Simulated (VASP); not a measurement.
# KCl (Pm-3m) in VASP: further runs, part 2 of 3

VASP 6.6.1. Earlier steps stand in the parts before.

## (4) Electric field gradients, PBEsol (volume scaled by 0.99)

INCAR reads:

```
ALGO = Normal
EDIFF = 1E-8
ENCUT = 520
GGA = PS
ISIF = 2
ISMEAR = -1
LASPH = True
LCHARG = False
LEFG = True
LREAL = False
LWAVE = False
NBANDS = 15
NELM = 60
PREC = Accurate
SIGMA = 0.01
```

KPOINTS reads:

```
k-points
0
Gamma
  7 7 7
```

POSCAR reads:

```
KCl
1.0
    3.6218460631      0.0000000000      0.0000000000
    0.0000000000      3.6218460631      0.0000000000
    0.0000000000      0.0000000000      3.6218460631
K Cl
1 1
Direct
    0.0000000000      0.0000000000      0.0000000000
    0.5000000000      0.5000000000      0.5000000000
```

Potentials or basis: VASP PAW PBE potentials, release 64 (K_sv, Cl).

Run with:

```sh
cat potpaw_PBE.64/K_sv/POTCAR potpaw_PBE.64/Cl/POTCAR > POTCAR
mpirun -np 1 vasp_std > vasp.out
```

OUTCAR:

```text
EDIFF = 1E-8
   ENCUT = 520
   GGA = PS
   ISIF = 2
   ISMEAR = -1
   LASPH = True
   LREAL = False
   NELM = 60
   PREC = Accurate

 ion  position               nearest neighbor table
   1  0.000  0.000  0.000-   2 3.14   2 3.14   2 3.14   2 3.14   2 3.14   2 3.14   2 3.14   2 3.14

   2  0.500  0.500  0.500-   1 3.14   1 3.14   1 3.14   1 3.14   1 3.14   1 3.14   1 3.14   1 3.14

  LATTYP: Found a simple cubic cell.
 ALAT       =     3.6218460631

  Lattice vectors:

 A1 = (   3.6218460631,   0.0000000000,   0.0000000000)
 A2 = (   0.0000000000,   3.6218460631,   0.0000000000)
 A3 = (   0.0000000000,   0.0000000000,   3.6218460631)

Analysis of symmetry for initial positions (statically):
=====================================================================
 Subroutine PRICEL returns:
 Original cell was already a primitive cell.

 Routine SETGRP: Setting up the symmetry group for a
 simple cubic supercell.

 Subroutine GETGRP returns: Found 48 space group operations
 (whereof 48 operations were pure point group operations)
 out of a pool of 48 trial point group operations.

The static configuration has the point symmetry O_h .

Analysis of symmetry for dynamics (positions and initial velocities):
=====================================================================
 Subroutine PRICEL returns:
 Original cell was already a primitive cell.

 Routine SETGRP: Setting up the symmetry group for a
 simple cubic supercell.

 Subroutine GETGRP returns: Found 48 space group operations
 (whereof 48 operations were pure point group operations)
 out of a pool of 48 trial point group operations.

The dynamic configuration has the point symmetry O_h .

 Subroutine INISYM returns: Found 48 space group operations
 (whereof 48 operations are pure point group operations),
 and found     1 'primitive' translations

----------------------------------------------------------------------------------------

                                     Primitive cell

  volume of cell :      47.5105

  direct lattice vectors                    reciprocal lattice vectors
     3.621846063  0.000000000  0.000000000     0.276102292  0.000000000  0.000000000
     0.000000000  3.621846063  0.000000000     0.000000000  0.276102292  0.000000000
     0.000000000  0.000000000  3.621846063     0.000000000  0.000000000  0.276102292

  length of vectors
     3.621846063  3.621846063  3.621846063     0.276102292  0.276102292  0.276102292

  position of ions in fractional coordinates (direct lattice)
     0.000000000  0.000000000  0.000000000
     0.500000000  0.500000000  0.500000000

  ion indices of the primitive-cell ions
   primitive index   ion index
                 1           1
                 2           2

----------------------------------------------------------------------------------------

 KPOINTS: k-points

Automatic generation of k-mesh.
 Grid dimensions read from file:
 generate k-points for:    7    7    7

[... 75 lines left out ...]
   IALGO  =     38    algorithm
   IMIX   =      4    mixing-type and parameters
     AMIX     =   0.40;   BMIX     =  1.00
     AMIX_MAG =   1.60;   BMIX_MAG =  1.00
  volume/ion in A,a.u.               =      23.76       160.31
  Fermi-wavevector in a.u.,A,eV,Ry     =   1.138985  2.152370 17.650672  1.297288
  Thomas-Fermi vector in A             =   2.275689
   LORBIT       =      0    0 simple, 1 ext, 2 COOP (PROOUT), +10 PAW based schemes
   GGA     = PS    functional components
   LHFCALC =     F    Hartree Fock is set to
   AEXX    =    0.0000 exact exchange contribution
   IVDW    =     0    specifies the selected vdW correction
   LEPSILON=     F    determine dielectric tensor
   LRPA    =     F    only Hartree local field effects (RPA)
 non-spin polarized calculation
  energy-cutoff  :      520.00
  volume of cell :       47.51
 maximum number of plane-waves:      1309
 NGX is ok and might be reduce to    28
   NGX = 13   NGY = 13   NGZ = 13

 number of electron      16.0000003 magnetization

 Free energy of the ion-electron system (eV)
  ---------------------------------------------------
  ext. energy  EPLUGINS =         0.00000000
  ---------------------------------------------------
  free energy    TOTEN  =        -6.87667627 eV

  energy without entropy =       -6.87667627  energy(sigma->0) =       -6.87667627

 E-fermi :   0.2959     XC(G=0):  -9.0779

 val. band max:        0.0220754429   @ k =   0.4286   0.4286   0.0000
 cond. band min:       5.4720084855   @ k =   0.0000   0.0000   0.0000
 fundamental gap:      5.4499330427
 Fermi energy:         0.2958871228

 k-point     1 :       0.0000    0.0000    0.0000
  band No.  band energies     occupation
      1     -27.5863      2.00000
      2     -12.8735      2.00000
      3     -10.9939      2.00000
      4     -10.9939      2.00000
      5     -10.9939      2.00000
      6      -0.1838      2.00000
      7      -0.1838      2.00000
      8      -0.1838      2.00000
      9       5.4720      0.00000
     10       6.2529      0.00000
     11       6.2529      0.00000
     12      11.1112      0.00000
     13      11.1112      0.00000
     14      11.1112      0.00000
[... 329 lines left out ...]
      2     -12.2792      2.00000
      3     -11.2690      2.00000
      4     -11.2671      2.00000
      5     -11.2671      2.00000
      6      -1.6888      2.00000
      7      -1.6888      2.00000
      8      -1.6166      2.00000
      9       8.7524      0.00000
     10       9.1128      0.00000
     11       9.1128      0.00000
     12      10.6612      0.00000
     13      10.7097      0.00000
     14      10.7097      0.00000
     15      13.3222      0.00000

------------------------ aborting loop because EDIFF is reached ----------------------------------------

  FORCE on cell =-STRESS in cart. coord.  units (eV):
  Direction    XX          YY          ZZ          XY          YZ          ZX
  --------------------------------------------------------------------------------------
  -------------------------------------------------------------------------------------
  Total        0.8059570      0.8059570      0.8059570      0.0000000     -0.0000000     -0.0000000
  in kB       27.1789371     27.1789371     27.1789371      0.0000000     -0.0000000     -0.0000000
  external PRESSURE =      27.1789371 kB  Pullay stress =       0.0000000 kB

 VOLUME and BASIS-vectors are now :
 -----------------------------------------------------------------------------
  energy-cutoff  :      520.00
  volume of cell :       47.51
      direct lattice vectors                 reciprocal lattice vectors
     3.621846063  0.000000000  0.000000000     0.276102292  0.000000000  0.000000000
     0.000000000  3.621846063  0.000000000     0.000000000  0.276102292  0.000000000
     0.000000000  0.000000000  3.621846063     0.000000000  0.000000000  0.276102292

 POSITION                                       TOTAL-FORCE (eV/Angst)
 -----------------------------------------------------------------------------------
      0.00000      0.00000      0.00000         0.000000      0.000000      0.000000
      1.81092      1.81092      1.81092         0.000000      0.000000      0.000000
 -----------------------------------------------------------------------------------
    total drift:                               -0.000000      0.000000      0.000000

  FREE ENERGIE OF THE ION-ELECTRON SYSTEM (eV)
  ---------------------------------------------------
  free  energy   TOTEN  =        -6.8766762703 eV

  energy  without entropy=       -6.8766762703  energy(sigma->0) =       -6.87667627

 Electric field gradients (V/A^2)
---------------------------------------------------------------------
 ion       V_xx      V_yy      V_zz      V_xy      V_xz      V_yz
---------------------------------------------------------------------
   1       0.000    -0.000    -0.000     0.000    -0.000     0.000
   2       0.000    -0.000    -0.000    -0.000    -0.000    -0.000
---------------------------------------------------------------------

 Electric field gradients after diagonalization (V/A^2)
 (convention: |V_zz| > |V_xx| > |V_yy|)
----------------------------------------------------------------------
 ion       V_xx      V_yy      V_zz     asymmetry (V_yy - V_xx)/ V_zz
----------------------------------------------------------------------
   1      -0.000     0.000    -0.000      -0.152
   2      -0.000     0.000    -0.000      -0.436
----------------------------------------------------------------------

           NMR quadrupolar parameters

 Cq : quadrupolar parameter    Cq=e*Q*V_zz/h
 eta: asymmetry parameters     (V_yy - V_xx)/ V_zz
 Q  : nuclear electric quadrupole moment in mb (millibarn)
----------------------------------------------------------------------
 ion       Cq(MHz)       eta       Q (mb)
----------------------------------------------------------------------
   1      -0.000      -0.152       1.000
   2      -0.000      -0.436       1.000
----------------------------------------------------------------------
```

OSZICAR:

```text
N       E                     dE             d eps       ncg     rms          rms(c)
DAV:   1     0.101115931768E+03    0.10112E+03   -0.74378E+03   600   0.996E+02
DAV:   2    -0.196665827214E+01   -0.10308E+03   -0.95334E+02   792   0.245E+02
DAV:   3    -0.695852127593E+01   -0.49919E+01   -0.49654E+01   838   0.480E+01
DAV:   4    -0.712048695745E+01   -0.16197E+00   -0.16194E+00   851   0.834E+00
DAV:   5    -0.712181486045E+01   -0.13279E-02   -0.13279E-02   860   0.770E-01    0.371E+00
DAV:   6    -0.690446698255E+01    0.21735E+00   -0.21311E-01   705   0.332E+00    0.312E+00
DAV:   7    -0.687590156560E+01    0.28565E-01   -0.71447E-02   796   0.199E+00    0.177E+00
DAV:   8    -0.687660939808E+01   -0.70783E-03   -0.15452E-02   813   0.977E-01    0.235E-01
DAV:   9    -0.687654183240E+01    0.67566E-04   -0.49917E-04   797   0.153E-01    0.919E-02
DAV:  10    -0.687667894468E+01   -0.13711E-03   -0.19193E-04   671   0.111E-01    0.306E-02
DAV:  11    -0.687667536170E+01    0.35830E-05   -0.13985E-05   838   0.290E-02    0.110E-02
DAV:  12    -0.687667643529E+01   -0.10736E-05   -0.74899E-07   643   0.686E-03    0.238E-03
DAV:  13    -0.687667630428E+01    0.13101E-06   -0.64063E-08   761   0.208E-03    0.350E-04
DAV:  14    -0.687667625384E+01    0.50444E-07   -0.42954E-09   615   0.604E-04    0.733E-05
DAV:  15    -0.687667626816E+01   -0.14320E-07   -0.10029E-09   433   0.232E-04    0.753E-05
DAV:  16    -0.687667627025E+01   -0.20971E-08   -0.35324E-10   363   0.117E-04
   1 F= -.68766763E+01 E0= -.68766763E+01  d E =-.254956E-13
```

stdout:

```text
POSCAR found type information on POSCAR K Cl
 POSCAR found :  2 types and       2 ions
 scaLAPACK will be used
 -----------------------------------------------------------------------------
|                                                                             |
|                                                                             |
|     You enforced a specific xc type in the INCAR file but a different       |
|     I HOPE YOU KNOW WHAT YOU ARE DOING!                                     |
|                                                                             |
 -----------------------------------------------------------------------------

 LDA part: xc-table for (Slater+PW92), standard interpolation
 POSCAR, INCAR and KPOINTS ok, starting setup
 FFT: planning ... GRIDC
 FFT: planning ... GRID_SOFT
 FFT: planning ... GRID
 WAVECAR not read
 entering main loop
ion   1

ion   2
```

It took 12 s on 1 thread of Intel Xeon Platinum 8259CL at 2.50GHz (Skylake/Cascade Lake), shared host; peak memory 0.16 GiB.

What came out:

| Property | Result |
| --- | --- |
| Free energy | -6.8767 eV |
| Pressure | 2.7 GPa |
| Band gap on the k mesh | 5.45 eV, indirect (least direct gap 5.66 eV) |

Levels at points of the mesh, in eV from the valence-band top:
| k point | band 5 | band 6 | band 7 | band 8 | band 9 | band 10 | band 11 | band 12 |
| --- | --- | --- | --- | --- | --- | --- | --- | --- |
| (0.00, 0.00, 0.00) | -11.02 | -0.21 | -0.21 | -0.21 | 5.45 | 6.23 | 6.23 | 11.09 |

Caveat: without QUAD_EFG the Cq values of the log hold for a quadrupole moment of 1 mb, not for the nuclei; the PAW data sets were made with another functional, which shifts forces and pressure a little.

[end of part 2 of 3]
